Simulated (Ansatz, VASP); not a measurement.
TaB3Mo2 in VASP and in Ansatz

The input INCAR:

```
PREC = Accurate ; ENCUT = 600
EDIFF = 1E-7 ; ISMEAR = 0
SIGMA = 0.1 ; LREAL = F
LASPH = T ; NELM = 60
ALGO = Normal ; ISIF = 3
LWAVE = F ; LCHARG = F
GGA = PE ; IBRION = 2
NSW = 100 ; EDIFFG = -0.01
```

KPOINTS

```
regular mesh
0
Gamma
  12 12 6
```

File POSCAR:

```
TaB3Mo2
1.0
    3.1827834995      0.0000000000      0.0000000000
   -1.5913917498      2.7563713653      0.0000000000
    0.0000000000      0.0000000000      7.8095085077
Ta B Mo
1 3 2
Direct
    0.0000000000      0.0000000000      0.0000000000
    0.6666666667      0.3333333333      0.1725694063
    0.3333333333      0.6666666667      0.8274305937
    0.0000000000      0.0000000000      0.5000000000
    0.6666666667      0.3333333333      0.6643814481
    0.3333333333      0.6666666667      0.3356185519
```

Input for Ansatz:

```yaml
crystal:
  lattice:
    - [3.1827834995, 0.0, 0.0]
    - [-1.5913917498, 2.7563713653, 0.0]
    - [0.0, 0.0, 7.8095085077]
  atoms:
    - { symbol: Ta, position: [0.0, 0.0, 0.0] }
    - { symbol: B, position: [0.6666666667, 0.3333333333, 0.1725694063] }
    - { symbol: B, position: [0.3333333333, 0.6666666667, 0.8274305937] }
    - { symbol: B, position: [0.0, 0.0, 0.5] }
    - { symbol: Mo, position: [0.6666666667, 0.3333333333, 0.6643814481] }
    - { symbol: Mo, position: [0.3333333333, 0.6666666667, 0.3356185519] }
basis:
  ecutwfc: 420
kpoints:
  mp_grid: { grid: [12, 12, 6] }
hamiltonian:
  xc: pbe
scf:
  occupations: { method: gaussian, width: 0.1 }
output:
  forces: true
  stress: true
  eigenvalues: true
  write_density: true
  write_potential: true
  elf: true
  volumetric_format: npy
relax:
  adjacent_minimum: "off"
  f_tol: 0.01
  max_steps: 80
  cell: { stress_tol: 0.05 }
```

Change from the starting cell: species swapped into the Eu2H3Cl type (P-3m1, No. 164).

Alike in both runs: task relaxation of cell and atoms; functional PBE; k mesh 12 × 12 × 6; occupations gaussian, width 0.1 eV; no spin polarisation.

|  | VASP | Ansatz |
| --- | --- | --- |
| version | VASP 6.6.1 | Ansatz 0.2.0 |
| potentials or method | VASP PAW PBE potentials, release 64 (Ta_pv, B, Mo_sv), cutoff 600 eV | scalar-relativistic, plane waves, PAW |
| valence electrons in the cell | 48 | 50 |

Ansatz gave:

| Quantity | Value |
| --- | --- |
| gap on the k mesh at the Fermi level, each at its own relaxed structure (eV) | none |
| relaxed volume (Å³/atom) | 11.42 |
| relaxed length of the cell vector where the two differ most in proportion (Å) | 7.817 |

Estimate VASP's values.

gap on the k mesh at the Fermi level, each at its own relaxed structure (eV): none; relaxed volume (Å³/atom): 11.43; relaxed length of the cell vector where the two differ most in proportion (Å): 7.822.

A gap of «none» marks a metal or a gap that the smearing closes. VASP's potentials hold 48 valence electrons a cell and Ansatz's 50, so a difference there can come from the potentials and not from the codes.

Spin-orbit coupling is off throughout.
